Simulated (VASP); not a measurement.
# MgO (P6_3mc) in VASP: single point with r2SCAN

Aim: the single point of MgO with r2SCAN.

All numbers are computed with VASP 6.6.1; they aren't measurements. Logs are shortened: lines on timing, memory, paths and dates and some standing lists are left out, and cuts for length are marked.

**1. The cell of the first run**

The structure is hexagonal, space group P6_3mc (No. 186). Conventional cell: a = 3.239 Å, b = 3.239 Å, c = 15.678 Å, α = 90.00°, β = 90.00°, γ = 120.00°. Within 2.6 Å of Mg (site symmetry 3m) lie 4 O at 1.97 to 1.98 Å. Within 2.6 Å of Mg (site symmetry 3m) lie 4 O at 1.97 to 1.98 Å. Within 2.6 Å of Mg (site symmetry 3m) lie 4 O at 1.98 Å. O (site symmetry 3m) has 4 Mg at 1.97 Å within 2.6 Å. O (site symmetry 3m) has 4 Mg at 1.98 Å within 2.6 Å. Within 2.6 Å of O (site symmetry 3m) lie 4 Mg at 1.98 Å.

**2. Single point, r2SCAN**

Contents of POSCAR:

```
MgO
1.0
    3.2394106189      0.0000000000      0.0000000000
   -1.6197053095      2.8054118893      0.0000000000
    0.0000000000      0.0000000000     15.6778661182
Mg O
6 6
Direct
    0.0000000000      0.0000000000     -0.0000472470
    0.3333333333      0.6666666667      0.1653532781
    0.6666666667      0.3333333333      0.3328964811
    0.0000000000      0.0000000000      0.4999527530
    0.6666666667      0.3333333333      0.6653532781
    0.3333333333      0.6666666667      0.8328964811
    0.0000000000      0.0000000000      0.1254423935
    0.3333333333      0.6666666667      0.2919231198
    0.6666666667      0.3333333333      0.4594319745
    0.0000000000      0.0000000000      0.6254423935
    0.6666666667      0.3333333333      0.7919231198
    0.3333333333      0.6666666667      0.9594319745
```

Contents of INCAR.step1:

```
SYSTEM = MgO
PREC     = Accurate       ! precision mode
ENCUT    = 520            ! plane-wave cutoff, eV
ISMEAR   = 0              ! smearing method
SIGMA    = 0.02           ! smearing width, eV
LREAL    = .False.        ! projectors in reciprocal space
LASPH    = .True.         ! aspherical terms in the spheres
NELM     = 80             ! most SCF steps
NBANDS   = 36             ! bands
GGA      = PE             ! functional
ALGO     = Normal         ! electronic algorithm
EDIFF    = 1E-4           ! SCF threshold, eV
LWAVE    = .True.         ! write WAVECAR
LCHARG   = .False.        ! write CHGCAR
```

Contents of INCAR.step2:

```
SYSTEM = MgO
PREC     = Accurate       ! precision mode
ENCUT    = 520            ! plane-wave cutoff, eV
EDIFF    = 1E-7           ! SCF threshold, eV
ISMEAR   = 0              ! smearing method
SIGMA    = 0.02           ! smearing width, eV
LREAL    = .False.        ! projectors in reciprocal space
LASPH    = .True.         ! aspherical terms in the spheres
NELM     = 80             ! most SCF steps
ALGO     = Normal         ! electronic algorithm
ISIF     = 2              ! what is computed and relaxed
LWAVE    = .False.        ! write WAVECAR
LCHARG   = .True.         ! write CHGCAR
METAGGA  = R2SCAN         ! meta-GGA
LMIXTAU  = .True.       
LELF     = .True.         ! ELF
LVHAR    = .True.       
NBANDS   = 36             ! bands
ISTART   = 1
```

Contents of KPOINTS:

```
Automatic mesh
0
Gamma
  12 12 2
  0 0 0
```

Potentials or basis: VASP PAW PBE potentials, release 64 (Mg, O).

Started as:

```bash
> cat potpaw_PBE.64/Mg/POTCAR potpaw_PBE.64/O/POTCAR > POTCAR
> cp INCAR.step1 INCAR
> mpirun -np 1 vasp_std > vasp.out
> cp INCAR.step2 INCAR
> mpirun -np 1 vasp_std > vasp.out
```

OUTCAR:

```text
SYSTEM = MgO
   PREC = Accurate
   ENCUT = 520
   EDIFF = 1E-7
   ISMEAR = 0
   LREAL = .False.
   LASPH = .True.
   NELM = 80
   ISIF = 2
   METAGGA = R2SCAN
   ISTART = 1

 ion  position               nearest neighbor table
   1  0.000  0.000  1.000-   7 1.97  12 1.98  12 1.98  12 1.98   2 3.20   2 3.20   2 3.20   6 3.22
                             6 3.22   6 3.22
   2  0.333  0.667  0.165-   7 1.97   7 1.97   7 1.97   8 1.98   1 3.20   1 3.20   1 3.20   3 3.22
                             3 3.22   3 3.22
   3  0.667  0.333  0.333-   8 1.98   8 1.98   8 1.98   9 1.98   4 3.22   4 3.22   4 3.22   2 3.22
                             2 3.22   2 3.22
   4  0.000  0.000  0.500-  10 1.97   9 1.98   9 1.98   9 1.98   5 3.20   5 3.20   5 3.20   3 3.22
                             3 3.22   3 3.22
   5  0.667  0.333  0.665-  10 1.97  10 1.97  10 1.97  11 1.98   4 3.20   4 3.20   4 3.20   6 3.22
                             6 3.22   6 3.22
   6  0.333  0.667  0.833-  11 1.98  11 1.98  11 1.98  12 1.98   1 3.22   1 3.22   1 3.22   5 3.22
                             5 3.22   5 3.22
   7  0.000  0.000  0.125-   1 1.97   2 1.97   2 1.97   2 1.97
   8  0.333  0.667  0.292-   3 1.98   3 1.98   3 1.98   2 1.98
   9  0.667  0.333  0.459-   4 1.98   4 1.98   4 1.98   3 1.98
  10  0.000  0.000  0.625-   4 1.97   5 1.97   5 1.97   5 1.97
  11  0.667  0.333  0.792-   6 1.98   6 1.98   6 1.98   5 1.98
  12  0.333  0.667  0.959-   1 1.98   1 1.98   1 1.98   6 1.98

  LATTYP: Found a hexagonal cell.
 ALAT       =     3.2394106189
 C/A-ratio  =     4.8397279514

  Lattice vectors:

 A1 = (   3.2394106189,   0.0000000000,   0.0000000000)
 A2 = (  -1.6197053095,   2.8054118893,   0.0000000000)
 A3 = (   0.0000000000,   0.0000000000,  15.6778661182)

Analysis of symmetry for initial positions (statically):
=====================================================================
 Subroutine PRICEL returns:
 Original cell was already a primitive cell.

 Routine SETGRP: Setting up the symmetry group for a
 hexagonal supercell.

 Subroutine GETGRP returns: Found 12 space group operations
 (whereof  6 operations were pure point group operations)
 out of a pool of 24 trial point group operations.

The static configuration has the point symmetry C_3v.
 The point group associated with its full space group is C_6v.

Analysis of symmetry for dynamics (positions and initial velocities):
=====================================================================
[... 142 lines left out ...]
   NELECT =      48.0000    total number of electrons
   NUPDOWN=      -1.0000    fix difference up-down
   EMIN   =  10.00;   EMAX   =-10.00  energy-range for DOS
   EFERMI =   0.00;   METHOD = LEGACY
   ISMEAR =     0;   SIGMA  =   0.02  broadening in eV -4-tet -1-fermi 0-gaus
   EFERMI_NEDOS =   21; number of points for ismear=-14 and -15
   IALGO  =     38    algorithm
   IMIX   =      4    mixing-type and parameters
     AMIX     =   0.40;   BMIX     =  1.00
     AMIX_MAG =   1.60;   BMIX_MAG =  1.00
  volume/ion in A,a.u.               =      11.87        80.12
  Fermi-wavevector in a.u.,A,eV,Ry     =   1.139127  2.152637 17.655052  1.297610
  Thomas-Fermi vector in A             =   2.275831
   LORBIT       =      0    0 simple, 1 ext, 2 COOP (PROOUT), +10 PAW based schemes
   METAGGA = R2SCAN    functional components
   LHFCALC =     F    Hartree Fock is set to
   AEXX    =    0.0000 exact exchange contribution
   IVDW    =     0    specifies the selected vdW correction
   LEPSILON=     F    determine dielectric tensor
   LRPA    =     F    only Hartree local field effects (RPA)
 non-spin polarized calculation
 Gauss-broadening in eV      SIGMA  =   0.02
  energy-cutoff  :      520.00
  volume of cell :      142.48
 maximum number of plane-waves:      3894
   NGX = 13   NGY = 13   NGZ = 59

 number of electron      48.0000028 magnetization

 Free energy of the ion-electron system (eV)
  ---------------------------------------------------
  ext. energy  EPLUGINS =         0.00000000
  ---------------------------------------------------
  free energy    TOTEN  =       -95.24774063 eV

  energy without entropy =      -95.24774063  energy(sigma->0) =      -95.24774063

 E-fermi :   0.5197     XC(G=0): -10.1688

 val. band max:        0.4170895666   @ k =   0.0000   0.0000   0.0000
 cond. band min:       4.7210124263   @ k =   0.0000   0.0000   0.0000
 fundamental gap:      4.3039228597
 Fermi energy:         0.5196858958

 k-point     1 :       0.0000    0.0000    0.0000
  band No.  band energies     occupation
      1     -16.4821      2.00000
      2     -16.3536      2.00000
      3     -16.2917      2.00000
      4     -16.0109      2.00000
      5     -15.9637      2.00000
      6     -15.8106      2.00000
[... 925 lines left out ...]
     35      13.3448      0.00000
     36      13.3448      0.00000

 [... further k-points ...]

------------------------ aborting loop because EDIFF is reached ----------------------------------------

  FORCE on cell =-STRESS in cart. coord.  units (eV):
  Direction    XX          YY          ZZ          XY          YZ          ZX
  --------------------------------------------------------------------------------------
  -------------------------------------------------------------------------------------
  Total       -0.4934473     -0.4934473     -0.4942477      0.0000000      0.0000000      0.0000000
  in kB       -5.5488341     -5.5488341     -5.5578350      0.0000000      0.0000000      0.0000000
  external PRESSURE =      -5.5518344 kB  Pullay stress =       0.0000000 kB

 VOLUME and BASIS-vectors are now :
 -----------------------------------------------------------------------------
  energy-cutoff  :      520.00
  volume of cell :      142.48
      direct lattice vectors                 reciprocal lattice vectors
     3.239410619  0.000000000  0.000000000     0.308698130  0.178226948  0.000000000
    -1.619705310  2.805411889  0.000000000     0.000000000  0.356453897  0.000000000
     0.000000000  0.000000000 15.677866118     0.000000000  0.000000000  0.063784191

 POSITION                                       TOTAL-FORCE (eV/Angst)
 -----------------------------------------------------------------------------------
      0.00000      0.00000     15.67713        -0.000000     -0.000000     -0.002544
     -0.00000      1.87027      2.59239         0.000000     -0.000000      0.005583
      1.61971      0.93514      5.21911        -0.000000      0.000000     -0.001657
      0.00000      0.00000      7.83819         0.000000      0.000000     -0.002544
      1.61971      0.93514     10.43132        -0.000000      0.000000      0.005583
     -0.00000      1.87027     13.05804         0.000000      0.000000     -0.001657
      0.00000      0.00000      1.96667        -0.000000      0.000000     -0.000740
     -0.00000      1.87027      4.57673        -0.000000      0.000000      0.002368
      1.61971      0.93514      7.20291         0.000000     -0.000000     -0.003010
      0.00000      0.00000      9.80560        -0.000000      0.000000     -0.000740
      1.61971      0.93514     12.41566        -0.000000     -0.000000      0.002368
     -0.00000      1.87027     15.04185        -0.000000      0.000000     -0.003010
 -----------------------------------------------------------------------------------
    total drift:                                0.000001      0.000002     -0.036510

  FREE ENERGIE OF THE ION-ELECTRON SYSTEM (eV)
  ---------------------------------------------------
  free  energy   TOTEN  =       -95.2477406267 eV

  energy  without entropy=      -95.2477406267  energy(sigma->0) =      -95.24774063
```

Wall time 22 min (1 thread of Oxide Virtual Turin-like, shared host); peak memory 0.32 GiB.

Results:

```
Free energy            : -95.2477 eV
Pressure               : -0.6 GPa
Largest force          : 0.006 eV/Å
Band gap on the k mesh : 4.30 eV
```

Forces on the atoms (eV/Å):
```
Mg   0.000  0.000 -0.003
Mg   0.000  0.000  0.006
Mg   0.000  0.000 -0.002
Mg   0.000  0.000 -0.003
Mg   0.000  0.000  0.006
Mg   0.000  0.000 -0.002
O    0.000  0.000 -0.001
O    0.000  0.000  0.002
O    0.000  0.000 -0.003
O    0.000  0.000 -0.001
O    0.000  0.000  0.002
O    0.000  0.000 -0.003
```

Caveat: the PAW data sets were made with another functional, which shifts forces and pressure a little.
